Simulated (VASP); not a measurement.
A run of VASP 6.6.1 is set up as follows.

Contents of INCAR:

```
PREC = Accurate
ENCUT = 520
EDIFF = 1E-6
ISMEAR = 0
SIGMA = 0.15
LREAL = F
LASPH = T
NELM = 80
ALGO = Fast
ISIF = 2
LWAVE = F
LCHARG = F
GGA = PS
NBANDS = 38
```

The input KPOINTS:

```
regular mesh
0
Gamma
  18 18 6
```

File POSCAR:

```
Rh
1.0
    2.8227209598      0.0000000000      0.0000000000
   -1.4113604799      1.9347844827      0.0000000000
    0.0000000000      0.0000000000      9.6875371721
Rh
4
Direct
    0.0000000000      0.0000000000      0.0000000000
    0.3333333333      0.6666666667      0.2500000000
    0.0000000000      0.0000000000      0.5000000000
    0.6666666667      0.3333333333      0.7500000000
```

Potentials or basis: VASP PAW PBE potentials, release 64 (Rh_pv).

Run with:

```sh
$ cat potpaw_PBE.64/Rh_pv/POTCAR > POTCAR
$ mpirun -np 1 vasp_std > vasp.out
```

Q: What does it give for the pressure?

A: 31.4 GPa.

Q: What does it give for the band gap on the k mesh?

A: Zero (bands 30 and 31 overlap by 4.07 eV).

Q: Estimate the largest force.

A: 0.221 eV/Å.

Forces in eV/Å, atoms in the order of the input:
```
Rh   0.000  0.000  0.000
Rh   0.000  0.221  0.000
Rh   0.000  0.000  0.000
Rh   0.000 -0.221  0.000
```

Caveat: the cell differs from its parent crystal (strain +e along x and -e along y +0.1100, strain +e along z and -e/2 along x and y +0.1100); the stress differs along the axes, from -21 to 92 GPa; the PAW data sets were made with another functional, which shifts forces and pressure a little.
